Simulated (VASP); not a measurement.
# Mg5ZnO6 in VASP: notebook, part 2 of 2

VASP 6.6.1. The steps go on from the part before.

## Step 3: Single point, PBE

Input file INCAR:

```
ALGO = Normal ; EDIFF = 1E-6
ENCUT = 520 ; GGA = PE
ISIF = 2 ; ISMEAR = 0
LASPH = T ; LCHARG = T
LELF = T ; LREAL = F
LVHAR = T ; LWAVE = F
NBANDS = 41 ; NELM = 100
PREC = Accurate ; SIGMA = 0.02
```

Input file KPOINTS:

```
k-points
0
Gamma
  12 12 2
```

Input file POSCAR:

```
Mg5ZnO6
1.0
    3.0187913263      0.0000000289      0.0000000000
   -1.5093956881      2.6143499628      0.0000000000
    0.0000000000      0.0000000000     14.7673283000
Mg Zn O
5 1 6
Direct
    0.3333333333      0.6666666667      0.8323040000
    0.6666666667      0.3333333333      0.1676960000
    0.3333333333      0.6666666667      0.3338970000
    0.0000000000      0.0000000000      0.5000000000
    0.6666666667      0.3333333333      0.6661030000
    0.0000000000      0.0000000000      0.0000000000
    0.6666666667      0.3333333333      0.9133950000
    0.3333333333      0.6666666667      0.0866050000
    0.0000000000      0.0000000000      0.2508630000
    0.6666666667      0.3333333333      0.4169520000
    0.3333333333      0.6666666667      0.5830480000
    0.0000000000      0.0000000000      0.7491370000
```

Potentials or basis: VASP PAW PBE potentials, release 64 (Mg, Zn, O).

On the command line:

```bash
> cat potpaw_PBE.64/Mg/POTCAR potpaw_PBE.64/Zn/POTCAR potpaw_PBE.64/O/POTCAR > POTCAR
> mpirun -np 1 vasp_std > vasp.out
```

OUTCAR:

```text
EDIFF = 1E-6
   ENCUT = 520
   GGA = PE
   ISIF = 2
   ISMEAR = 0
   LASPH = T
   LREAL = F
   NELM = 100
   PREC = Accurate

 ion  position               nearest neighbor table
   1  0.333  0.667  0.832-   7 2.11   7 2.11   7 2.11  12 2.13  12 2.13  12 2.13   5 3.01   5 3.01
                             5 3.01   6 3.03   6 3.03   6 3.03
   2  0.667  0.333  0.168-   8 2.11   8 2.11   8 2.11   9 2.13   9 2.13   9 2.13   3 3.01   3 3.01
                             3 3.01   6 3.03   6 3.03   6 3.03
   3  0.333  0.667  0.334-   9 2.13   9 2.13   9 2.13  10 2.13  10 2.13  10 2.13   4 3.01   4 3.01
                             4 3.01   2 3.01   2 3.01   2 3.01
   4  0.000  0.000  0.500-  10 2.13  11 2.13  11 2.13  10 2.13  10 2.13  11 2.13   3 3.01   5 3.01
                             3 3.01   5 3.01   3 3.01   5 3.01
   5  0.667  0.333  0.666-  12 2.13  12 2.13  12 2.13  11 2.13  11 2.13  11 2.13   4 3.01   4 3.01
                             4 3.01   1 3.01   1 3.01   1 3.01
   6  0.000  0.000  0.000-   7 2.16   8 2.16   8 2.16   7 2.16   7 2.16   8 2.16   1 3.03   2 3.03
                             1 3.03   2 3.03   1 3.03   2 3.03
   7  0.667  0.333  0.913-   1 2.11   1 2.11   1 2.11   6 2.16   6 2.16   6 2.16
   8  0.333  0.667  0.087-   2 2.11   2 2.11   2 2.11   6 2.16   6 2.16   6 2.16
   9  0.000  0.000  0.251-   3 2.13   3 2.13   3 2.13   2 2.13   2 2.13   2 2.13
  10  0.667  0.333  0.417-   4 2.13   4 2.13   4 2.13   3 2.13   3 2.13   3 2.13
  11  0.333  0.667  0.583-   4 2.13   4 2.13   4 2.13   5 2.13   5 2.13   5 2.13
  12  0.000  0.000  0.749-   5 2.13   5 2.13   5 2.13   1 2.13   1 2.13   1 2.13

  LATTYP: Found a hexagonal cell.
 ALAT       =     3.0187913263
 C/A-ratio  =     4.8918016199

  Lattice vectors:

 A1 = (   3.0187913263,   0.0000000289,   0.0000000000)
 A2 = (  -1.5093956881,   2.6143499628,   0.0000000000)
 A3 = (   0.0000000000,   0.0000000000,  14.7673283000)

Analysis of symmetry for initial positions (statically):
=====================================================================
 Subroutine PRICEL returns:
 Original cell was already a primitive cell.

 Routine SETGRP: Setting up the symmetry group for a
 hexagonal supercell.

 Subroutine GETGRP returns: Found 12 space group operations
 (whereof 12 operations were pure point group operations)
 out of a pool of 24 trial point group operations.

The static configuration has the point symmetry D_3d.

Analysis of symmetry for dynamics (positions and initial velocities):
=====================================================================
 Subroutine PRICEL returns:
 Original cell was already a primitive cell.

 Routine SETGRP: Setting up the symmetry group for a
 hexagonal supercell.

 Subroutine GETGRP returns: Found 12 space group operations
 (whereof 12 operations were pure point group operations)
 out of a pool of 24 trial point group operations.

The dynamic configuration has the point symmetry D_3d.

 Subroutine INISYM returns: Found 12 space group operations
 (whereof 12 operations are pure point group operations),
 and found     1 'primitive' translations

----------------------------------------------------------------------------------------

[... 74 lines left out ...]
  0.416667 -0.000000  0.000000      6.000000
[... 16 lines left out ...]
  0.250000 -0.000000  0.500000      6.000000
  0.333333  0.000000  0.500000      6.000000
 [... further k-points ...]
   k-points           NKPTS =     38   k-points in BZ     NKDIM =     38   number of bands    NBANDS=     41
   number of dos      NEDOS =    301   number of ions     NIONS =     12
   total plane-waves  NPLWV =  64512
   dimension x,y,z NGX =    24 NGY =   24 NGZ =  112
   dimension x,y,z NGXF=    48 NGYF=   48 NGZF=  224
   ions per type =               5   1   6
   NGX,Y,Z   is equivalent  to a cutoff of  13.22, 13.22, 12.61 a.u.
   NGXF,Y,Z  is equivalent  to a cutoff of  26.43, 26.43, 25.22 a.u.
 SYSTEM =  unknown system
   PREC   = accura    normal or accurate (medium, high low for compatibility)
   ISTART =      0    job   : 0-new  1-cont  2-samecut
   ICHARG =      2    charge: 1-file 2-atom 10-const
   ISPIN  =      1    spin polarized calculation?
   LNONCOLLINEAR =      F non collinear calculations
   LSORBIT =      F    spin-orbit coupling
   LASPH  =      T    aspherical Exc in radial PAW
   ENCUT  =  520.0 eV  38.22 Ry    6.18 a.u.   5.61  5.61 27.46*2*pi/ulx,y,z
   NELM   =    100;   NELMIN=  2; NELMDL= -5     # of ELM steps
   EDIFF  = 0.1E-05   stopping-criterion for ELM
   LREAL  =      F    real-space projection
   EDIFFG = 0.1E-04   stopping-criterion for IOM
   NSW    =      0    number of steps for IOM
   IBRION =     -1    ionic relax: 0-MD 1-quasi-New 2-CG
   NFREE  =      0    steps in history (QN), initial steepest desc. (CG)
   ISIF   =      2    stress and relaxation
   ISYM   =      2    0-nonsym 1-usesym 2-fastsym
   POTIM  = 0.5000    time-step for ionic-motion
   TEBEG  =    0.0;   TEEND  =   0.0 temperature during run
   PSTRESS=    0.0 pullay stress
   NELECT =      58.0000    total number of electrons
   NUPDOWN=      -1.0000    fix difference up-down
   EMIN   =  10.00;   EMAX   =-10.00  energy-range for DOS
   EFERMI =   0.00;   METHOD = LEGACY
   ISMEAR =     0;   SIGMA  =   0.02  broadening in eV -4-tet -1-fermi 0-gaus
   EFERMI_NEDOS =   21; number of points for ismear=-14 and -15
   IALGO  =     38    algorithm
   IMIX   =      4    mixing-type and parameters
     AMIX     =   0.40;   BMIX     =  1.00
     AMIX_MAG =   1.60;   BMIX_MAG =  1.00
  volume/ion in A,a.u.               =       9.71        65.54
  Fermi-wavevector in a.u.,A,eV,Ry     =   1.297332  2.451603 22.899574  1.683071
  Thomas-Fermi vector in A             =   2.428732
   LORBIT       =      0    0 simple, 1 ext, 2 COOP (PROOUT), +10 PAW based schemes
   GGA     = PE    functional components
   LHFCALC =     F    Hartree Fock is set to
   AEXX    =    0.0000 exact exchange contribution
   IVDW    =     0    specifies the selected vdW correction
   LEPSILON=     F    determine dielectric tensor
   LRPA    =     F    only Hartree local field effects (RPA)
 non-spin polarized calculation
 Gauss-broadening in eV      SIGMA  =   0.02
  energy-cutoff  :      520.00
  volume of cell :      116.55
 maximum number of plane-waves:      3199
 NGX is ok and might be reduce to    24
   NGX = 11   NGY = 11   NGZ = 55

 number of electron      58.0000020 magnetization

 Free energy of the ion-electron system (eV)
  ---------------------------------------------------
  ext. energy  EPLUGINS =         0.00000000
  ---------------------------------------------------
  free energy    TOTEN  =       -68.19554224 eV

  energy without entropy =      -68.19554224  energy(sigma->0) =      -68.19554224

 E-fermi :   3.1729     XC(G=0): -11.1381

 val. band max:        3.0159989921   @ k =   0.0000   0.0000   0.5000
 cond. band min:       6.2955945376   @ k =   0.0000   0.0000   0.0000
 fundamental gap:      3.2795955456
 Fermi energy:         3.1729470239

 k-point     1 :       0.0000    0.0000    0.0000
  band No.  band energies     occupation
      1     -14.5203      2.00000
      2     -14.1681      2.00000
      3     -14.1494      2.00000
      4     -13.6280      2.00000
      5     -13.5038      2.00000
      6     -13.1863      2.00000
[... 1045 lines left out ...]
     40      14.5082      0.00000
     41      14.6465      0.00000

 [... further k-points ...]
[... 5 lines left out ...]
  --------------------------------------------------------------------------------------
  -------------------------------------------------------------------------------------
  Total       -0.3335622     -0.3335622     -0.3061597     -0.0000000     -0.0000000      0.0000000
  in kB       -4.5855211     -4.5855211     -4.2088158     -0.0000000     -0.0000000      0.0000000
  external PRESSURE =      -4.4599526 kB  Pullay stress =       0.0000000 kB

 VOLUME and BASIS-vectors are now :
 -----------------------------------------------------------------------------
  energy-cutoff  :      520.00
  volume of cell :      116.55
      direct lattice vectors                 reciprocal lattice vectors
     3.018791326  0.000000029  0.000000000     0.331258403  0.191252133  0.000000000
    -1.509395688  2.614349963  0.000000000    -0.000000004  0.382504259  0.000000000
     0.000000000  0.000000000 14.767328300     0.000000000  0.000000000  0.067717056

 POSITION                                       TOTAL-FORCE (eV/Angst)
 -----------------------------------------------------------------------------------
     -0.00000      1.74290     12.29091         0.000000     -0.000000     -0.005837
      1.50940      0.87145      2.47642         0.000000     -0.000000      0.005837
     -0.00000      1.74290      4.93077         0.000000     -0.000000     -0.001519
      0.00000      0.00000      7.38366         0.000000     -0.000000      0.000000
      1.50940      0.87145      9.83656         0.000000     -0.000000      0.001519
      0.00000      0.00000      0.00000         0.000000     -0.000000      0.000000
      1.50940      0.87145     13.48840        -0.000000      0.000000     -0.070245
     -0.00000      1.74290      1.27892         0.000000     -0.000000      0.070245
      0.00000      0.00000      3.70458         0.000000     -0.000000      0.001358
      1.50940      0.87145      6.15727         0.000000     -0.000000      0.000200
     -0.00000      1.74290      8.61006        -0.000000      0.000000     -0.000200
      0.00000      0.00000     11.06275        -0.000000      0.000000     -0.001358
 -----------------------------------------------------------------------------------
    total drift:                                0.000000      0.000000      0.000000

  FREE ENERGIE OF THE ION-ELECTRON SYSTEM (eV)
  ---------------------------------------------------
  free  energy   TOTEN  =       -68.1955422367 eV

  energy  without entropy=      -68.1955422367  energy(sigma->0) =      -68.19554224
```

Wall time 3.8 min (1 thread of Intel Xeon Platinum 8259CL at 2.50GHz (Skylake/Cascade Lake), shared host); peak memory 0.33 GiB.

Results:

```
Free energy            : -68.1955 eV
Pressure               : -0.4 GPa
Largest force          : 0.070 eV/Å
Band gap on the k mesh : 3.28 eV
```

Forces on the atoms (eV/Å):
```
Mg   0.000  0.000 -0.006
Mg   0.000  0.000  0.006
Mg   0.000  0.000 -0.002
Mg   0.000  0.000  0.000
Mg   0.000  0.000  0.002
Zn   0.000  0.000  0.000
O    0.000  0.000 -0.070
O    0.000  0.000  0.070
O    0.000  0.000  0.001
O    0.000  0.000  0.000
O    0.000  0.000  0.000
O    0.000  0.000 -0.001
```
